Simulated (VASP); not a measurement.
Input of a VASP 6.6.1 run:

INCAR

```
SYSTEM = Cr
PREC = Accurate
ENCUT = 500
EDIFF = 1E-6
ISMEAR = -1
SIGMA = 0.1
LREAL = .False.
LASPH = .True.
NELM = 120
ALGO = Normal
ISIF = 2
LWAVE = .False.
LCHARG = .False.
GGA = CA
NBANDS = 12
GGA_COMPAT = .False.
```

The input KPOINTS:

```
regular mesh
0
Gamma
  16 16 16
  0 0 0
```

File POSCAR:

```
Cr
1.0
   -1.3942485114      1.3942485114      1.3942485114
    1.3942485114     -1.3942485114      1.3942485114
    1.3942485114      1.3942485114     -1.3942485114
Cr
1
Direct
    0.0000000000      0.0000000000      0.0000000000
```

Potentials or basis: VASP PAW LDA potentials, release 64 (Cr_pv).

Run with:

```console
$ cat potpaw_LDA.64/Cr_pv/POTCAR > POTCAR
$ mpirun -np 1 vasp_std > vasp.out
```

(1) Predict the band gap on the k mesh.

(2) Estimate the pressure.

Results:

(1) zero (band 6 reaches 14.43 eV, above the bottom of band 7 at 10.73 eV).

(2) 0.0 GPa.

Caveat: the run has no spin polarisation, though such a crystal can be magnetic.
